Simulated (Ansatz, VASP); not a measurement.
BAs in VASP and in Ansatz

```
CELL_PARAMETERS angstrom
0.00000 2.39187 2.39187
2.39187 0.00000 2.39187
2.39187 2.39187 0.00000
ATOMIC_POSITIONS crystal
B 0.00000 0.00000 0.00000
As 0.25000 0.25000 0.25000
```

Alike in both runs: task single point; functional r2SCAN; k mesh 10 × 10 × 10; no spin polarisation.

```csv
,VASP,Ansatz
version,VASP 6.6.1,Ansatz 0.2.0
potentials or method,"VASP PAW PBE potentials, release 64 (B, As)","plane waves, PAW"
plane-wave cutoff (eV),520,500
occupations,"gaussian, width 0.01 eV",fixed
valence electrons in the cell,8,18
```

|  | VASP | Ansatz | Ansatz less VASP |
| --- | --- | --- | --- |
| gap on the k mesh at the Fermi level (eV) | 1.37 | 1.37 | 0.000 |
| pressure (GPa) | 0.3 | 0.0 | -0.24 |

VASP's potentials were made for PBE, not for r2SCAN. VASP's potentials hold 8 valence electrons a cell and Ansatz's 18, so a difference there can come from the potentials and not from the codes.
